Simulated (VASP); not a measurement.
# SiO2 (Fd-3m) in VASP: further runs, part 2 of 2

VASP 6.6.1. Earlier steps stand in the parts before.

**3. Single point, PBE**

Input file INCAR:

```
ALGO = Normal
EDIFF = 1E-6
ENCUT = 600
GGA = PE
GGA_COMPAT = False
ISIF = 2
ISMEAR = 0
LASPH = True
LCHARG = False
LREAL = False
LWAVE = False
NBANDS = 25
NELM = 120
PREC = Accurate
SIGMA = 0.02
```

Input file KPOINTS:

```
k-points
0
Gamma
  6 6 6
```

Input file POSCAR:

```
SiO2
1.0
    0.0000000000      3.7303636344      3.7303636344
    3.7303636344      0.0000000000      3.7303636344
    3.7303636344      3.7303636344      0.0000000000
Si O
2 4
Direct
    0.7500000000      0.7500000000      0.7500000000
    0.5000000000      0.5000000000      0.5000000000
    0.6250000000      0.1250000000      0.6250000000
    0.6250000000      0.6250000000      0.1250000000
    0.6250000000      0.6250000000      0.6250000000
    0.1250000000      0.6250000000      0.6250000000
```

Potentials or basis: VASP PAW PBE potentials, release 64 (Si, O).

On the command line:

```sh
$ cat potpaw_PBE.64/Si/POTCAR potpaw_PBE.64/O/POTCAR > POTCAR
$ mpirun -np 1 vasp_std > vasp.out
```

OUTCAR:

```text
EDIFF = 1E-6
   ENCUT = 600
   GGA = PE
   ISIF = 2
   ISMEAR = 0
   LASPH = True
   LREAL = False
   NELM = 120
   PREC = Accurate

 ion  position               nearest neighbor table
   1  0.750  0.750  0.750-   5 1.62   4 1.62   3 1.62   6 1.62
   2  0.500  0.500  0.500-   5 1.62   4 1.62   3 1.62   6 1.62
   3  0.625  0.125  0.625-   1 1.62   2 1.62
   4  0.625  0.625  0.125-   1 1.62   2 1.62
   5  0.625  0.625  0.625-   1 1.62   2 1.62
   6  0.125  0.625  0.625-   1 1.62   2 1.62

  LATTYP: Found a face centered cubic cell.
 ALAT       =     7.4607272688

  Lattice vectors:

 A1 = (   0.0000000000,   3.7303636344,   3.7303636344)
 A2 = (   3.7303636344,   0.0000000000,   3.7303636344)
 A3 = (   3.7303636344,   3.7303636344,   0.0000000000)

Analysis of symmetry for initial positions (statically):
=====================================================================
 Subroutine PRICEL returns:
[... 169 lines left out ...]

  energy without entropy =      -47.43525533  energy(sigma->0) =      -47.43525533

 E-fermi :  -0.8290     XC(G=0):  -7.4132

 val. band max:       -0.9889079944   @ k =   0.5000   0.0000   0.0000
 cond. band min:       4.3819456873   @ k =   0.0000   0.0000   0.0000
 fundamental gap:      5.3708536817
 Fermi energy:        -0.8289597885

 k-point     1 :       0.0000    0.0000    0.0000
  band No.  band energies     occupation
      1     -20.3250      2.00000
      2     -18.3500      2.00000
      3     -18.3500      2.00000
      4     -18.3500      2.00000
      5     -11.0300      2.00000
      6      -6.9026      2.00000
[... 437 lines left out ...]
     24      11.0150      0.00000
     25      11.5654      0.00000

------------------------ aborting loop because EDIFF is reached ----------------------------------------

  FORCE on cell =-STRESS in cart. coord.  units (eV):
  Direction    XX          YY          ZZ          XY          YZ          ZX
  --------------------------------------------------------------------------------------
  -------------------------------------------------------------------------------------
  Total       -0.1173603     -0.1173603     -0.1173603      0.0000000      0.0000000      0.0000000
  in kB       -1.8111251     -1.8111251     -1.8111251      0.0000000      0.0000000      0.0000000
  external PRESSURE =      -1.8111251 kB  Pullay stress =       0.0000000 kB

 VOLUME and BASIS-vectors are now :
 -----------------------------------------------------------------------------
  energy-cutoff  :      600.00
  volume of cell :      103.82
      direct lattice vectors                 reciprocal lattice vectors
     0.000000000  3.730363634  3.730363634    -0.134035190  0.134035190  0.134035190
     3.730363634  0.000000000  3.730363634     0.134035190 -0.134035190  0.134035190
     3.730363634  3.730363634  0.000000000     0.134035190  0.134035190 -0.134035190

 POSITION                                       TOTAL-FORCE (eV/Angst)
 -----------------------------------------------------------------------------------
      5.59555      5.59555      5.59555        -0.000000     -0.000000     -0.000000
      3.73036      3.73036      3.73036         0.000000      0.000000      0.000000
      2.79777      4.66295      2.79777         0.000000      0.000000     -0.000000
      2.79777      2.79777      4.66295         0.000000      0.000000     -0.000000
      4.66295      4.66295      4.66295         0.000000      0.000000     -0.000000
      4.66295      2.79777      2.79777         0.000000      0.000000      0.000000
 -----------------------------------------------------------------------------------
    total drift:                                0.000000      0.000000      0.000000

  FREE ENERGIE OF THE ION-ELECTRON SYSTEM (eV)
  ---------------------------------------------------
  free  energy   TOTEN  =       -47.4352553316 eV

  energy  without entropy=      -47.4352553316  energy(sigma->0) =      -47.43525533
```

It took 52 s on 1 thread of Intel Xeon Platinum 8259CL at 2.50GHz (Skylake/Cascade Lake), shared host; peak memory 0.26 GiB.

What came out:

| Property | Result |
| --- | --- |
| Free energy | -47.4353 eV |
| Pressure | -0.2 GPa |
| Band gap on the k mesh | 5.37 eV, indirect (least direct gap 5.38 eV) |

**4. Relaxation of cell and atoms, PBE**

Input file INCAR:

```
SYSTEM = SiO2
PREC = Accurate
ENCUT = 600
EDIFF = 1E-7
ISMEAR = 0
SIGMA = 0.02
LREAL = .False.
LASPH = .True.
NELM = 120
ALGO = Normal
ISIF = 3
LWAVE = .False.
LCHARG = .False.
GGA = PE
IBRION = 2
NSW = 100
EDIFFG = -0.01
GGA_COMPAT = .False.
NELMIN = 4
```

Input file KPOINTS:

```
Automatic mesh
0
Gamma
  6 6 6
  0 0 0
```

Edit POSCAR of step 3 so:

```diff
@@ -2,5 +2,5 @@
 1.0
-    0.0000000000      3.7303636344      3.7303636344
-    3.7303636344      0.0000000000      3.7303636344
-    3.7303636344      3.7303636344      0.0000000000
+    0.0000000000      3.7289087686      3.7289087686
+    3.7289087686      0.0000000000      3.7289087686
+    3.7289087686      3.7289087686      0.0000000000
 Si O
```

On the command line:

```sh
$ cat potpaw_PBE.64/Si/POTCAR potpaw_PBE.64/O/POTCAR > POTCAR
$ mpirun -np 1 vasp_std > vasp.out
```

Run time: 41 s. Hardware: 1 thread of Intel Xeon Platinum 8259CL at 2.50GHz (Skylake/Cascade Lake), shared host; peak memory 0.25 GiB.

It converged, with:

| Quantity | Value |
| --- | --- |
| Free energy | -47.4350 eV |
| Pressure after relaxing | 0.0 GPa |
| Band gap on the k mesh | 5.38 eV, indirect (least direct gap 5.38 eV) |

Final structure:
```
CELL_PARAMETERS angstrom
0.00000 3.72891 3.72891
3.72891 0.00000 3.72891
3.72891 3.72891 0.00000
ATOMIC_POSITIONS crystal
Si 0.75000 0.75000 0.75000
Si 0.50000 0.50000 0.50000
O 0.62500 0.12500 0.62500
O 0.62500 0.62500 0.12500
O 0.62500 0.62500 0.62500
O 0.12500 0.62500 0.62500
```

Levels at points of the mesh, in eV from the valence-band top:
| k point | band 12 | band 13 | band 14 | band 15 | band 16 | band 17 | band 18 | band 19 | band 20 |
| --- | --- | --- | --- | --- | --- | --- | --- | --- | --- |
| (0.00, 0.00, 0.00) | -2.02 | -2.02 | -0.01 | -0.01 | -0.01 | 5.38 | 8.55 | 8.62 | 8.62 |
| (0.50, 0.00, 0.00) | -1.94 | -1.94 | -0.97 | -0.97 | 0.00 | 7.47 | 8.07 | 8.53 | 10.19 |
| (0.50, 0.50, 0.00) | -2.42 | -1.39 | -1.39 | -0.65 | -0.65 | 8.24 | 8.24 | 10.31 | 10.31 |

Caveat: the relaxation stopped at its first step, so nothing moved. PBE gaps usually lie below the measured ones, often by a third to a half.

**5. Overview**

```csv
task,cell,k mesh,smearing,gap on the mesh (eV),pressure (GPa)
single point,"a = 5.273 Å, angles 60.0°, 6 atoms",4 × 4 × 4,gaussian 0.1 eV,5.38,0.0
single point,"a = 5.276 Å, angles 60.0°, 6 atoms",6 × 6 × 6,gaussian 0.02 eV,5.37,-0.2
relaxation of cell and atoms,"relaxed from a = 5.273 Å, angles 60.0°, 6 atoms",6 × 6 × 6,gaussian 0.02 eV,5.38,0.0
```

Alike in all rows: level PBE; potentials or basis VASP PAW PBE potentials, release 64 (Si, O); no spin polarisation; cutoff (eV) 600.

Caveats: the relaxation stopped at its first step, so nothing moved (some runs).

Total energies depend on the potentials used, so only differences within one code and one set of settings carry meaning.
